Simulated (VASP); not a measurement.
Hf2TaO3: single point with PBE

Crystal: Hf2TaO3.

```
Hf Ta O
1.0
     2.27868    1.31560    4.04814
    -2.27868    1.31560    4.04814
     0.00000   -2.63119    4.04814
Hf Ta O
2 1 3
Direct
  0.87858 0.87858 0.87858
  0.12142 0.12142 0.12142
  0.50000 0.50000 0.50000
  0.50000 0.00000 0.50000
  0.50000 0.50000 0.00000
  0.00000 0.50000 0.50000
```

```
Program             : VASP 6.6.1
Task                : single point
Functional          : PBE
Potentials or basis : VASP PAW PBE potentials, release 64 (Hf_pv, Ta_pv, O)
Cutoff              : 520 eV
k mesh              : 6 × 6 × 6
Occupations         : gaussian, width 0.1 eV
Spin                : no spin polarisation
```

```yaml
Pressure: 17.1 GPa
Largest_force: 1.896 eV/Å
```

Forces on the atoms (eV/Å):
```
Hf   0.000  0.000  1.896
Hf   0.000  0.000 -1.896
Ta   0.000  0.000  0.000
O    0.000  0.000  0.000
O    0.000  0.000  0.000
O    0.000  0.000  0.000
```

Stress tensor (GPa, compression positive):
```
 46.05   0.00   0.00
  0.00  46.05   0.00
  0.00   0.00 -40.77
```

Levels at points of the mesh, in eV from the Fermi level:
```csv
k point,band 22,band 23,band 24,band 25,band 26,band 27
"(0.00, 0.00, 0.00)",-0.88,0.00,0.00,0.08,0.25,0.25
"(0.50, 0.00, 0.00)",-1.70,-1.54,-0.80,-0.02,0.80,1.11
"(0.50, 0.50, 0.00)",-1.97,-0.40,-0.37,-0.01,0.08,0.68
"(0.50, 0.50, 0.50)",-0.59,-0.59,-0.04,-0.04,0.27,0.27
```

Run time: 87 s on 1 thread of Intel(R) Xeon(R) Platinum 8259CL CPU @ 2.50GHz (Skylake/Cascade Lake), on a shared host, peak memory 0.24 GiB.

Caveat: spin-orbit coupling is left out, which moves the levels of the heavy elements; an odd number of electrons without spin polarisation forces a metal; a magnetic or distorted state may lie lower.
